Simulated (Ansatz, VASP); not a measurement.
Bi in VASP and in Ansatz

```xyz
2
Lattice="2.2452 1.2962 3.8388 -2.2452 1.2962 3.8388 0.0000 -2.5925 3.8388" Properties=species:S:1:pos:R:3 pbc="T T T"
Bi    0.0000    0.0000    2.7307
Bi    0.0000    0.0000    8.7858
```

Alike in both runs: task single point; functional LDA; k mesh 9 × 9 × 9; occupations gaussian, width 0.01 eV; no spin polarisation.

|  | VASP | Ansatz |
| --- | --- | --- |
| version | VASP 6.6.1 | Ansatz 0.2.0 |
| potentials or method | VASP PAW LDA potentials, release 64 (Bi_d), cutoff 520 eV | plane waves (420 eV) with PAW, scalar-relativistic |
| valence electrons in the cell | 30 | 30 |

VASP gave:

| Property | Result |
| --- | --- |
| pressure (GPa) | 0.1 |
| traceless stress, the component that is largest in VASP (GPa) | -0.07 |

Question: Estimate Ansatz's values.

Answer: Pressure (GPa): 0.0; traceless stress, the component that is largest in VASP (GPa): -0.05.

Ansatz warns that its potentials were made for another functional, while VASP's fit it. LDA's correlation is that of Perdew and Zunger in VASP and of Perdew and Wang (1992) in Ansatz.

Neither program's run includes spin-orbit coupling.
